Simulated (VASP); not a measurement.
A run of VASP 6.6.1:

File INCAR:

```
SYSTEM = Al
  ALGO = Normal
  EDIFF = 1E-6
  ENCUT = 500
  GGA = PS
  GGA_COMPAT = .FALSE.
  ISIF = 2
  ISMEAR = -1
  IVDW = 12
  LASPH = .TRUE.
  LCHARG = .FALSE.
  LREAL = .FALSE.
  LWAVE = .FALSE.
  NBANDS = 8
  NELM = 120
  PREC = Accurate
  SIGMA = 0.1
```

File KPOINTS:

```
k-points
0
G
  13 13 13
  0 0 0
```

File POSCAR:

```
Al
1.0
   -1.5912185000      1.5912185000      1.5912185000
    1.5912185000     -1.5912185000      1.5912185000
    1.5912185000      1.5912185000     -1.5912185000
Al
1
Direct
    0.0000000000      0.0000000000      0.0000000000
```

Potentials or basis: VASP PAW PBE potentials, release 64 (Al).

The run is started by

```sh
$ cat potpaw_PBE.64/Al/POTCAR > POTCAR
$ mpirun -np 1 vasp_std > vasp.out
```

Hardware: 1 thread of Intel(R) Xeon(R) Platinum 8481C CPU @ 2.70GHz (Sapphire Rapids), with other jobs on the host.

Problem. How long does it take, and how much memory?

Solution. Wall time 3 s on 1 thread of Intel(R) Xeon(R) Platinum 8481C CPU @ 2.70GHz (Sapphire Rapids), with other jobs on the host, peak memory 0.13 GiB. Counts: scf iterations 9, k points 84.
